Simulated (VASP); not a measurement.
Here is a VASP 6.6.1 calculation.

Contents of POSCAR:

```
CdTe
1.0
    0.0000000000      3.2799551172      3.2799551172
    3.2799551172      0.0000000000      3.2799551172
    3.2799551172      3.2799551172      0.0000000000
Cd Te
1 1
Direct
    0.0000000000      0.0000000000      0.0000000000
    0.2500000000      0.2500000000      0.2500000000
```

The input INCAR.step1:

```
PREC = Accurate
ENCUT = 520
ISMEAR = 1
SIGMA = 0.001
LREAL = False
LASPH = True
NELM = 60
NBANDS = 16
GGA = PE
ALGO = Normal
EDIFF = 1E-4
LWAVE = True
LCHARG = False
```

The input INCAR.step2:

```
PREC = Accurate
ENCUT = 520
EDIFF = 1E-7
ISMEAR = 1
SIGMA = 0.001
LREAL = False
LASPH = True
NELM = 60
ALGO = Normal
ISIF = 2
LWAVE = False
LCHARG = True
METAGGA = R2SCAN
LMIXTAU = True
LELF = True
LVHAR = True
NBANDS = 16
ISTART = 1
```

File KPOINTS:

```
regular mesh
0
Gamma
  4 4 4
```

Potentials or basis: VASP PAW PBE potentials, release 64 (Cd, Te).

Command:

```bash
$ cat potpaw_PBE.64/Cd/POTCAR potpaw_PBE.64/Te/POTCAR > POTCAR
$ cp INCAR.step1 INCAR
$ mpirun -np 1 vasp_std > vasp.out
$ cp INCAR.step2 INCAR
$ mpirun -np 1 vasp_std > vasp.out
```

**Question.** What does it give for the band gap on the k mesh?

**Answer.** 1.14 eV, direct.

**Question.** Predict the pressure.

**Answer.** 0.3 GPa.

Caveat: the PAW data sets were made with another functional, which shifts forces and pressure a little; spin-orbit coupling is left out, which moves the levels of the heavy elements. r2SCAN opens gaps a little over a GGA but as a rule still falls short of measured ones.
